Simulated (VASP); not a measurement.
Wanted: the native input for a VASP 6.6.1 run.

```yaml
Task: single point
Functional: PBE
Potentials_or_basis: VASP PAW PBE potentials, release 64 (N, B, As)
Cutoff: 520 eV
k_mesh: 8 × 8 × 8
Occupations: gaussian, width 0.01 eV
Spin: no spin polarisation
Dipole_correction: no
Further_INCAR_settings: ALGO = Normal; EDIFF = 1e-06; NBANDS = 26
```

The structure of B2AsN lies in POSCAR:

```
B2AsN
1.0
   -2.1211533922      2.1211533922      4.1533937106
    2.1211533922     -2.1211533922      4.1533937106
    2.1211533922      2.1211533922     -4.1533937106
N B As
2 4 2
Direct
    0.0000000000      0.0000000000      0.0000000000
    0.2500000000      0.7500000000      0.5000000000
    0.6250000000      0.7001349988      0.5751349988
    0.9501349988      0.3750000000      0.0751349988
    0.1250000000      0.0498650012      0.4248650012
    0.2998650012      0.8750000000     -0.0751349988
    0.5000000000      0.5000000000      0.0000000000
    0.7500000000      0.2500000000      0.5000000000
```

The input as run:

INCAR

```
PREC = Accurate
ENCUT = 520
EDIFF = 1E-6
ISMEAR = 0
SIGMA = 0.01
LREAL = False
LASPH = True
NELM = 100
ALGO = Normal
ISIF = 2
LWAVE = False
LCHARG = True
GGA = PE
LELF = True
LVHAR = True
NBANDS = 26
```

KPOINTS

```
regular mesh
0
Gamma
  8 8 8
```

Potentials or basis: VASP PAW PBE potentials, release 64 (N, B, As).

Command:

```console
$ cat potpaw_PBE.64/N/POTCAR potpaw_PBE.64/B/POTCAR potpaw_PBE.64/As/POTCAR > POTCAR
$ mpirun -np 1 vasp_std > vasp.out
```

It gave:

```yaml
Pressure: 3.0 GPa
Largest_force: 0.298 eV/Å
Band_gap_on_the_k_mesh: 2.08 eV (least direct gap 2.13 eV)
```

Caveat: the cell stands under pressure.

Run time: 2.4 min on 1 thread of Intel(R) Xeon(R) Platinum 8488C (Sapphire Rapids) (shared host), peak memory 0.29 GiB.
